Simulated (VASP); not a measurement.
# Ta (Im-3m) in VASP: notebook

Ta is run at these levels: r2SCAN; tasks: single point, relaxation of cell and atoms.

All numbers are computed with VASP 6.6.1; they aren't measurements. Logs are shortened: lines on timing, memory, paths and dates and some standing lists are left out, and cuts for length are marked.

### Step 1. The cell of the first run

Symmetry: Im-3m, No. 229, cubic system. Conventional cell: a = 3.292 Å, b = 3.292 Å, c = 3.292 Å, α = 90.00°, β = 90.00°, γ = 90.00°. Ta (site symmetry m-3m) has 14 Ta at 2.85 to 3.29 Å within 3.8 Å.

### Step 2. Single point, r2SCAN

Contents of POSCAR:

```
Ta
1.0
   -1.6462287634      1.6462287634      1.6462287634
    1.6462287634     -1.6462287634      1.6462287634
    1.6462287634      1.6462287634     -1.6462287634
Ta
1
Direct
    0.0000000000      0.0000000000      0.0000000000
```

Contents of INCAR.step1:

```
ALGO     = Normal         # electronic algorithm
EDIFF    = 1E-4           # SCF threshold, eV
ENCUT    = 520            # plane-wave cutoff, eV
GGA      = PE             # functional
ISMEAR   = 0              # smearing method
LASPH    = T              # aspherical terms in the spheres
LCHARG   = F              # write CHGCAR
LREAL    = F              # projectors in reciprocal space
LWAVE    = T              # write WAVECAR
NBANDS   = 12             # bands
NELM     = 60             # most SCF steps
PREC     = Accurate       # precision mode
SIGMA    = 0.15           # smearing width, eV
```

Contents of INCAR.step2:

```
ALGO     = Normal         # electronic algorithm
EDIFF    = 1E-6           # SCF threshold, eV
ENCUT    = 520            # plane-wave cutoff, eV
ISIF     = 2              # what is computed and relaxed
ISMEAR   = 0              # smearing method
ISTART   = 1            
LASPH    = T              # aspherical terms in the spheres
LCHARG   = T              # write CHGCAR
LELF     = T              # ELF
LMIXTAU  = T            
LREAL    = F              # projectors in reciprocal space
LVHAR    = T            
LWAVE    = F              # write WAVECAR
METAGGA  = R2SCAN         # meta-GGA
NBANDS   = 12             # bands
NELM     = 60             # most SCF steps
PREC     = Accurate       # precision mode
SIGMA    = 0.15           # smearing width, eV
```

Contents of KPOINTS:

```
k-points
0
Gamma
  8 8 8
```

Potentials or basis: VASP PAW PBE potentials, release 64 (Ta_pv).

Run with:

```
> cat potpaw_PBE.64/Ta_pv/POTCAR > POTCAR
> cp INCAR.step1 INCAR
> mpirun -np 1 vasp_std > vasp.out
> cp INCAR.step2 INCAR
> mpirun -np 1 vasp_std > vasp.out
```

OUTCAR:

```text
EDIFF = 1E-6
   ENCUT = 520
   ISIF = 2
   ISMEAR = 0
   ISTART = 1
   LASPH = T
   LREAL = F
   METAGGA = R2SCAN
   NELM = 60
   PREC = Accurate

 ion  position               nearest neighbor table
   1  0.000  0.000  0.000-

  LATTYP: Found a body centered cubic cell.
 ALAT       =     3.2924575268

  Lattice vectors:

 A1 = (  -1.6462287634,   1.6462287634,   1.6462287634)
 A2 = (   1.6462287634,  -1.6462287634,   1.6462287634)
 A3 = (   1.6462287634,   1.6462287634,  -1.6462287634)

Analysis of symmetry for initial positions (statically):
=====================================================================
 Subroutine PRICEL returns:
 Original cell was already a primitive cell.

 Routine SETGRP: Setting up the symmetry group for a
 body centered cubic supercell.

 Subroutine GETGRP returns: Found 48 space group operations
 (whereof 48 operations were pure point group operations)
 out of a pool of 48 trial point group operations.

The static configuration has the point symmetry O_h .

Analysis of symmetry for dynamics (positions and initial velocities):
=====================================================================
 Subroutine PRICEL returns:
 Original cell was already a primitive cell.

 Routine SETGRP: Setting up the symmetry group for a
 body centered cubic supercell.

 Subroutine GETGRP returns: Found 48 space group operations
 (whereof 48 operations were pure point group operations)
 out of a pool of 48 trial point group operations.

The dynamic configuration has the point symmetry O_h .

 Subroutine INISYM returns: Found 48 space group operations
 (whereof 48 operations are pure point group operations),
 and found     1 'primitive' translations

----------------------------------------------------------------------------------------

                                     Primitive cell

  volume of cell :      17.8456

  direct lattice vectors                    reciprocal lattice vectors
    -1.646228763  1.646228763  1.646228763     0.000000000  0.303724495  0.303724495
     1.646228763 -1.646228763  1.646228763     0.303724495  0.000000000  0.303724495
     1.646228763  1.646228763 -1.646228763     0.303724495  0.303724495  0.000000000

  length of vectors
     2.851351859  2.851351859  2.851351859     0.429531300  0.429531300  0.429531300

  position of ions in fractional coordinates (direct lattice)
     0.000000000  0.000000000  0.000000000

  ion indices of the primitive-cell ions
   primitive index   ion index
                 1           1

----------------------------------------------------------------------------------------

 KPOINTS: k-points

Automatic generation of k-mesh.
 Grid dimensions read from file:
 generate k-points for:    8    8    8

 Generating k-lattice:

  Cartesian coordinates                     Fractional coordinates (reciprocal lattice)
     0.000000000  0.037965562  0.037965562     0.125000000  0.000000000  0.000000000
     0.037965562  0.000000000  0.037965562     0.000000000  0.125000000  0.000000000
     0.037965562  0.037965562  0.000000000     0.000000000  0.000000000  0.125000000

  Length of vectors
     0.053691413  0.053691413  0.053691413

  Shift w.r.t. Gamma in fractional coordinates (k-lattice)
     0.000000000  0.000000000  0.000000000

 Subroutine IBZKPT returns following result:
 ===========================================

 Found     29 irreducible k-points:

 Following reciprocal coordinates:
            Coordinates               Weight
  0.000000  0.000000  0.000000      1.000000
  0.125000  0.000000  0.000000     12.000000
  0.250000  0.000000  0.000000     12.000000
  0.375000  0.000000  0.000000     12.000000
  0.500000  0.000000  0.000000      6.000000
  0.125000  0.125000  0.000000     24.000000
[... 16 lines left out ...]
 -0.250000  0.250000  0.250000      6.000000
 -0.375000  0.375000  0.250000     24.000000
 [... further k-points ...]
   k-points           NKPTS =     29   k-points in BZ     NKDIM =     29   number of bands    NBANDS=     12
   number of dos      NEDOS =    301   number of ions     NIONS =      1
   total plane-waves  NPLWV =  13824
   dimension x,y,z NGX =    24 NGY =   24 NGZ =   24
   dimension x,y,z NGXF=    48 NGYF=   48 NGZF=   48
   ions per type =               1
   NGX,Y,Z   is equivalent  to a cutoff of  13.99, 13.99, 13.99 a.u.
   NGXF,Y,Z  is equivalent  to a cutoff of  27.99, 27.99, 27.99 a.u.
 SYSTEM =  unknown system
   PREC   = accura    normal or accurate (medium, high low for compatibility)
   ISTART =      1    job   : 0-new  1-cont  2-samecut
   ICHARG =      0    charge: 1-file 2-atom 10-const
   ISPIN  =      1    spin polarized calculation?
   LNONCOLLINEAR =      F non collinear calculations
   LSORBIT =      F    spin-orbit coupling
   LASPH  =      T    aspherical Exc in radial PAW
   ENCUT  =  520.0 eV  38.22 Ry    6.18 a.u.   5.30  5.30  5.30*2*pi/ulx,y,z
   NELM   =     60;   NELMIN=  2; NELMDL=  0     # of ELM steps
   EDIFF  = 0.1E-05   stopping-criterion for ELM
   LREAL  =      F    real-space projection
   EDIFFG = 0.1E-04   stopping-criterion for IOM
   NSW    =      0    number of steps for IOM
   IBRION =     -1    ionic relax: 0-MD 1-quasi-New 2-CG
   NFREE  =      0    steps in history (QN), initial steepest desc. (CG)
   ISIF   =      2    stress and relaxation
   ISYM   =      2    0-nonsym 1-usesym 2-fastsym
   POTIM  = 0.5000    time-step for ionic-motion
   TEBEG  =    0.0;   TEEND  =   0.0 temperature during run
   PSTRESS=    0.0 pullay stress
   NELECT =      11.0000    total number of electrons
   NUPDOWN=      -1.0000    fix difference up-down
   EMIN   =  10.00;   EMAX   =-10.00  energy-range for DOS
   EFERMI =   0.00;   METHOD = LEGACY
   ISMEAR =     0;   SIGMA  =   0.15  broadening in eV -4-tet -1-fermi 0-gaus
   EFERMI_NEDOS =   21; number of points for ismear=-14 and -15
   IALGO  =     38    algorithm
   IMIX   =      4    mixing-type and parameters
     AMIX     =   0.40;   BMIX     =  1.00
     AMIX_MAG =   1.60;   BMIX_MAG =  1.00
  volume/ion in A,a.u.               =      17.85       120.43
  Fermi-wavevector in a.u.,A,eV,Ry     =   1.393249  2.632860 26.410867  1.941144
  Thomas-Fermi vector in A             =   2.516914
   LORBIT       =      0    0 simple, 1 ext, 2 COOP (PROOUT), +10 PAW based schemes
   METAGGA = R2SCAN    functional components
   LHFCALC =     F    Hartree Fock is set to
   AEXX    =    0.0000 exact exchange contribution
   IVDW    =     0    specifies the selected vdW correction
   LEPSILON=     F    determine dielectric tensor
   LRPA    =     F    only Hartree local field effects (RPA)
 non-spin polarized calculation
 Gauss-broadening in eV      SIGMA  =   0.15
  energy-cutoff  :      520.00
  volume of cell :       17.85
 maximum number of plane-waves:       490
 NGX is ok and might be reduce to    24
   NGX = 11   NGY = 11   NGZ = 11

 number of electron      11.0000002 magnetization

 Free energy of the ion-electron system (eV)
  ---------------------------------------------------
  ext. energy  EPLUGINS =         0.00000000
  ---------------------------------------------------
  free energy    TOTEN  =       -48.59878929 eV

  energy without entropy =      -48.58679595  energy(sigma->0) =      -48.59279262

 E-fermi :   5.4357     XC(G=0): -13.8199

 val. band max:        5.3298988327   @ k =   0.2500   0.0000   0.0000
 cond. band min:       5.4635075271   @ k =   0.5000   0.5000   0.1250
 fundamental gap:      0.1336086944
 Fermi energy:         5.4357252618

 k-point     1 :       0.0000    0.0000    0.0000
  band No.  band energies     occupation
      1     -28.7481      2.00000
      2     -28.7481      2.00000
      3     -28.7481      2.00000
      4      -2.9653      2.00000
      5       6.2537      0.00000
      6       6.2537      0.00000
      7       6.2537      0.00000
      8       9.7794      0.00000
      9       9.7794      0.00000
     10      17.6408      0.00000
     11      21.2219      0.00000
     12      21.2219      0.00000

 k-point     2 :       0.1250    0.0000    0.0000
  band No.  band energies     occupation
      1     -28.9504      2.00000
      2     -28.8097      2.00000
      3     -28.7493      2.00000
      4      -2.2504      2.00000
      5       5.8006      0.00058
      6       6.0503      0.00000
      7       6.9647      0.00000
      8       9.2015      0.00000
      9       9.7875      0.00000
     10      17.6407      0.00000
     11      21.7774      0.00000
     12      22.4799      0.00000

 k-point     3 :       0.2500    0.0000    0.0000
  band No.  band energies     occupation
      1     -29.4154      2.00000
      2     -28.9556      2.00000
      3     -28.7524      2.00000
      4      -0.5396      2.00000
      5       4.8718      2.00000
      6       5.3299      1.68160
      7       8.9763      0.00000
      8       9.1352      0.00000
      9       9.9630      0.00000
     10      17.6405      0.00000
     11      21.3956      0.00000
     12      23.0764      0.00000

 k-point     4 :       0.3750    0.0000    0.0000
  band No.  band energies     occupation
      1     -29.8515      2.00000
      2     -29.0979      2.00000
      3     -28.7557      2.00000
      4       0.6712      2.00000
      5       4.0999      2.00000
      6       5.7452      0.00352
      7       9.6482      0.00000
      8      10.4175      0.00000
      9      11.8004      0.00000
     10      17.6385      0.00000
     11      19.0992      0.00000
     12      19.6657      0.00000

 k-point     5 :       0.5000    0.0000    0.0000
  band No.  band energies     occupation
      1     -30.0248      2.00000
      2     -29.1557      2.00000
      3     -28.7571      2.00000
      4       0.8016      2.00000
      5       3.8128      2.00000
      6       6.9197      0.00000
      7       9.6588      0.00000
      8      10.7369      0.00000
      9      13.6053      0.00000
     10      17.6212      0.00000
     11      17.9686      0.00000
     12      17.9744      0.00000
[... 228 lines left out ...]
      1     -29.6716      2.00000
      2     -29.6716      2.00000
      3     -28.9948      2.00000
      4       3.5970      2.00000
      5       3.5970      2.00000
      6       3.8649      2.00000
      7      10.1610      0.00000
      8      10.1610      0.00000
      9      15.6395      0.00000
     10      17.6441      0.00000
     11      17.9943      0.00000
     12      17.9943      0.00000

 k-point    22 :       0.2500    0.2500    0.2500
  band No.  band energies     occupation
      1     -29.3931      2.00000
      2     -29.3931      2.00000
      3     -29.3931      2.00000
      4       4.0597      2.00000
      5       4.0597      2.00000
      6       4.0597      2.00000
      7      10.9208      0.00000
      8      10.9208      0.00000
      9      13.2928      0.00000
     10      17.6430      0.00000
     11      18.8836      0.00000
     12      18.8836      0.00000

 k-point    23 :      -0.2500    0.2500    0.2500
  band No.  band energies     occupation
      1     -29.4416      2.00000
      2     -29.1814      2.00000
      3     -29.1814      2.00000
      4       1.4565      2.00000
      5       4.4694      2.00000
      6       6.7583      0.00000
      7       6.7583      0.00000
      8       8.8382      0.00000
      9      10.8863      0.00000
     10      17.6403      0.00000
     11      20.9638      0.00000
     12      25.7777      0.00000

 k-point    24 :      -0.3750    0.3750    0.2500
  band No.  band energies     occupation
      1     -29.7002      2.00000
      2     -29.3356      2.00000
      3     -29.2212      2.00000
      4       2.4056      2.00000
      5       3.3350      2.00000
      6       6.7693      0.00000
      7       7.5140      0.00000
      8      11.1550      0.00000
      9      11.3653      0.00000
     10      17.6400      0.00000
     11      20.2301      0.00000
     12      22.5729      0.00000

 [... further k-points ...]
[... 5 lines left out ...]
  --------------------------------------------------------------------------------------
  -------------------------------------------------------------------------------------
  Total        0.0748439      0.0748439      0.0748439      0.0000000      0.0000000     -0.0000000
  in kB        6.7194903      6.7194903      6.7194903      0.0000000      0.0000000     -0.0000000
  external PRESSURE =       6.7194903 kB  Pullay stress =       0.0000000 kB

 VOLUME and BASIS-vectors are now :
 -----------------------------------------------------------------------------
  energy-cutoff  :      520.00
  volume of cell :       17.85
      direct lattice vectors                 reciprocal lattice vectors
    -1.646228763  1.646228763  1.646228763     0.000000000  0.303724495  0.303724495
     1.646228763 -1.646228763  1.646228763     0.303724495  0.000000000  0.303724495
     1.646228763  1.646228763 -1.646228763     0.303724495  0.303724495  0.000000000

 POSITION                                       TOTAL-FORCE (eV/Angst)
 -----------------------------------------------------------------------------------
      0.00000      0.00000      0.00000         0.000000      0.000000      0.000000
 -----------------------------------------------------------------------------------
    total drift:                               -0.000000      0.000000      0.000000

  FREE ENERGIE OF THE ION-ELECTRON SYSTEM (eV)
  ---------------------------------------------------
  free  energy   TOTEN  =       -48.5987892910 eV

  energy  without entropy=      -48.5867959521  energy(sigma->0) =      -48.59279262
```

Wall time 54 s (1 thread of AMD EPYC 7R43 (Zen 3), shared host); peak memory 0.12 GiB.

What came out:

- Free energy: -48.5988 eV
- Pressure: 0.7 GPa

Levels at points of the mesh, in eV from the Fermi level:
```
           k point  band 1  band 2  band 3  band 4  band 5  band 6  band 7  band 8  band 9  band 10
(0.00, 0.00, 0.00)  -34.18  -34.18  -34.18   -8.40    0.82    0.82    0.82    4.34    4.34    12.21
(0.50, 0.00, 0.00)  -35.46  -34.59  -34.19   -4.63   -1.62    1.48    4.22    5.30    8.17    12.19
(0.50, 0.50, 0.50)  -35.07  -35.07  -35.07   -4.03   -4.03    7.18    7.18    7.18    9.08     9.08
```

Caveat: the PAW data sets were made with another functional, which shifts forces and pressure a little; spin-orbit coupling is left out, which moves the levels of the heavy elements.

### Step 3. Single point, r2SCAN

This run uses another cell than the first one, of 18.19 Å³/atom, 1.019 times its volume.

Contents of POSCAR:

```
Ta
1.0
   -1.6566630814      1.6566630814      1.6566630814
    1.6566630814     -1.6566630814      1.6566630814
    1.6566630814      1.6566630814     -1.6566630814
Ta
1
Direct
    0.0000000000      0.0000000000      0.0000000000
```

Contents of INCAR.step1:

```
PREC = Accurate ; ENCUT = 520
ISMEAR = -4 ; SIGMA = 0.1
LREAL = False ; LASPH = True
NELM = 80 ; NBANDS = 12
GGA = PE ; ALGO = Normal
EDIFF = 1E-4 ; LWAVE = True
LCHARG = False
```

Contents of INCAR.step2:

```
PREC = Accurate ; ENCUT = 520
EDIFF = 1E-7 ; ISMEAR = -4
SIGMA = 0.1 ; LREAL = False
LASPH = True ; NELM = 80
ALGO = Normal ; ISIF = 2
LWAVE = False ; LCHARG = False
METAGGA = R2SCAN ; LMIXTAU = True
NBANDS = 12 ; ISTART = 1
```

Contents of KPOINTS:

```
regular mesh
0
Gamma
  8 8 8
```

Potentials or basis: VASP PAW PBE potentials, release 64 (Ta_pv).

Run with:

```
> cat potpaw_PBE.64/Ta_pv/POTCAR > POTCAR
> cp INCAR.step1 INCAR
> mpirun -np 1 vasp_std > vasp.out
> cp INCAR.step2 INCAR
> mpirun -np 1 vasp_std > vasp.out
```

Run time: 54 s. Hardware: 1 thread of AMD EPYC 7R43 (Zen 3), shared host; peak memory 0.11 GiB.

Results (log left out):

- Free energy: -48.4492 eV
- Pressure: 0.6 GPa

Levels at points of the mesh, in eV from the Fermi level:
| k point | band 3 | band 4 | band 5 | band 6 | band 7 | band 8 |
| --- | --- | --- | --- | --- | --- | --- |
| (0.00, 0.00, 0.00) | -34.25 | -8.29 | 0.85 | 0.85 | 0.85 | 4.31 |
| (0.50, 0.00, 0.00) | -34.26 | -4.51 | -1.53 | 1.43 | 4.17 | 5.23 |
| (0.50, 0.50, 0.50) | -35.08 | -3.87 | -3.87 | 7.04 | 7.04 | 7.05 |

Caveat: the PAW data sets were made with another functional, which shifts forces and pressure a little; spin-orbit coupling is left out, which moves the levels of the heavy elements.

[end of part 1 of 2]
